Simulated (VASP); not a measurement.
Write the native input for VASP 6.6.1 that does the following.

* Task: single point
* Functional: PBE
* Potentials or basis: VASP PAW PBE potentials, release 64 (Cs_sv, Tl_d, H)
* Cutoff: 520 eV
* k mesh: 4 × 4 × 4
* Occupations: gaussian, width 0.1 eV
* Spin: no spin polarisation
* Dipole correction: no
* Further INCAR settings: ALGO = Normal; EDIFF = 1e-06; NBANDS = 22

The structure of CsTlH4 lies in POSCAR:

```
CsTlH4
1.0
    4.0583435012      0.0000000000      0.0000000000
    0.0000000000      4.0583435012      0.0000000000
    0.0000000000      0.0000000000      6.4687113021
Cs Tl H
1 1 4
Direct
    0.5000000000      0.5000000000      0.5000000000
    0.0000000000      0.0000000000      0.0000000000
    0.5000000000      0.0000000000      0.1558748399
    0.0000000000      0.5000000000      0.8441251601
    0.5000000000      0.0000000000      0.8441251601
    0.0000000000      0.5000000000      0.1558748399
```

These files were run (other wordings do the same):

INCAR

```
PREC     = Accurate       # precision mode
ENCUT    = 520            # plane-wave cutoff, eV
EDIFF    = 1E-6           # SCF threshold, eV
ISMEAR   = 0              # smearing method
SIGMA    = 0.1            # smearing width, eV
LREAL    = False          # projectors in reciprocal space
LASPH    = True           # aspherical terms in the spheres
NELM     = 80             # most SCF steps
ALGO     = Normal         # electronic algorithm
ISIF     = 2              # what is computed and relaxed
LWAVE    = False          # write WAVECAR
LCHARG   = True           # write CHGCAR
GGA      = PE             # functional
LELF     = True           # ELF
LVHAR    = True         
NBANDS   = 22             # bands
```

KPOINTS

```
regular mesh
0
Gamma
  4 4 4
```

Potentials or basis: VASP PAW PBE potentials, release 64 (Cs_sv, Tl_d, H).

The run is started by

```console
$ cat potpaw_PBE.64/Cs_sv/POTCAR potpaw_PBE.64/Tl_d/POTCAR potpaw_PBE.64/H/POTCAR > POTCAR
$ mpirun -np 1 vasp_std > vasp.out
```

It gave:

```
Pressure               : -0.1 GPa
Largest force          : 0.011 eV/Å
Band gap on the k mesh : zero (bands 13 and 14 overlap by 1.19 eV)
```

Caveat: the k points lie up to 0.39 Å⁻¹ apart, too coarse for converged energies and pressures of a metal; spin-orbit coupling is left out, which moves the levels of the heavy elements.

It took 18 s on 1 thread of AMD EPYC 9R45 96-Core Processor (Zen 5), on a shared host, peak memory 0.18 GiB.
